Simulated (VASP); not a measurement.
**Sb3Pd: single point with PBE**

Crystal: Sb3Pd.

```xyz
8
Lattice="8.3026 0.0000 0.0000 -4.1513 7.1902 0.0000 0.0000 0.0000 3.4956" Properties=species:S:1:pos:R:3 pbc="T T T"
Sb    4.1513    4.5619    0.8739
Sb   -1.8751    5.8761    2.6217
Sb    2.2762    1.3142    0.8739
Sb    0.0000    2.6283    2.6217
Sb    6.0264    1.3142    0.8739
Sb    1.8751    5.8761    2.6217
Pd    0.0000    4.7935    0.8739
Pd    4.1513    2.3967    2.6217
```

* Program: VASP 6.6.1
* Task: single point
* Functional: PBE
* Potentials or basis: VASP PAW PBE potentials, release 64 (Sb, Pd)
* Cutoff: 520 eV
* k mesh: 3 × 3 × 6
* Occupations: gaussian, width 0.1 eV
* Spin: no spin polarisation
* Dipole correction: no
* Further INCAR settings: ALGO = Normal; EDIFF = 1e-06; NBANDS = 35

* Pressure: -0.3 GPa
* Band gap on the k mesh: zero (bands 25 and 26 overlap by 1.85 eV)

Forces on the atoms (eV/Å):
```
Sb   0.000  0.002  0.000
Sb  -0.002  0.001  0.000
Sb  -0.002 -0.001  0.000
Sb   0.000 -0.002  0.000
Sb   0.002 -0.001  0.000
Sb   0.002  0.001  0.000
Pd   0.000  0.000  0.000
Pd   0.000  0.000  0.000
```

Stress tensor (GPa, compression positive):
```
-0.22  0.00  0.00
 0.00 -0.22  0.00
 0.00  0.00 -0.42
```

Levels at points of the mesh, in eV from the Fermi level:
```tsv
k point	band 21	band 22	band 23	band 24	band 25	band 26	band 27	band 28	band 29	band 30
(0.00, 0.00, 0.00)	-0.63	-0.63	-0.34	-0.14	-0.14	0.01	1.92	1.92	2.44	2.44
(0.00, 0.00, 0.50)	-2.77	-2.77	-1.69	-1.69	-0.22	-0.22	1.50	1.50	1.50	1.50
```

It took 49 s on 1 thread of Intel(R) Xeon(R) 6975P-C (Granite Rapids) (shared host), peak memory 0.35 GiB.

Caveat: spin-orbit coupling is left out, which moves the levels of the heavy elements.
